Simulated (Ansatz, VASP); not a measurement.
**Ta in VASP and in Ansatz**

Contents of INCAR:

```
SYSTEM = Ta
  PREC = Accurate
  ENCUT = 600
  EDIFF = 1E-6
  ISMEAR = -1
  SIGMA = 0.08
  LREAL = .False.
  LASPH = .True.
  NELM = 100
  ALGO = Normal
  ISIF = 3
  LWAVE = .False.
  LCHARG = .False.
  GGA = PE
  IBRION = 2
  NSW = 100
  EDIFFG = -0.005
```

The input KPOINTS:

```
regular mesh
0
Gamma
  16 16 16
  0 0 0
```

The input POSCAR:

```
Ta
1.0
   -1.6304117210      1.6304117210      1.6304117210
    1.6304117210     -1.6304117210      1.6304117210
    1.6304117210      1.6304117210     -1.6304117210
Ta
1
Direct
    0.0000000000      0.0000000000      0.0000000000
```

Input for Ansatz:

```yaml
crystal:
  lattice:
    - [-1.630411721, 1.630411721, 1.630411721]
    - [1.630411721, -1.630411721, 1.630411721]
    - [1.630411721, 1.630411721, -1.630411721]
  atoms:
    - { symbol: Ta, position: [0.0, 0.0, 0.0] }
kpoints:
  mp_grid: { grid: [16, 16, 16] }
scf:
  occupations: { method: fermi_dirac, width: 0.08 }
hamiltonian:
  xc: pbe
  pseudopotentials: { kind: paw }
output:
  forces: true
  stress: true
relax:
  f_tol: 0.005
  max_steps: 80
  cell: {}
```

Alike in both runs: task relaxation of cell and atoms; functional PBE; k mesh 16 × 16 × 16; occupations fermi-dirac, width 0.08 eV; no spin polarisation.

|  | VASP | Ansatz |
| --- | --- | --- |
| version | VASP 6.6.1 | Ansatz 0.2.0 |
| potentials or method | VASP PAW PBE potentials, release 64 (Ta_pv) | PAW with Ansatz's default frozen-core files, scalar-relativistic |
| plane-wave cutoff (eV) | 600 | 420 |
| valence electrons in the cell | 11 | 13 |

|  | VASP | Ansatz | Ansatz less VASP |
| --- | --- | --- | --- |
| relaxed volume (Å³/atom) | 18.33 | 18.31 | -0.016 |
| relaxed length of the cell vector where the two differ most in proportion (Å) | 2.877 | 2.876 | -0.0008 |

VASP's potentials hold 11 valence electrons a cell and Ansatz's 13, so a difference there can come from the potentials and not from the codes.

Spin-orbit coupling is off throughout.
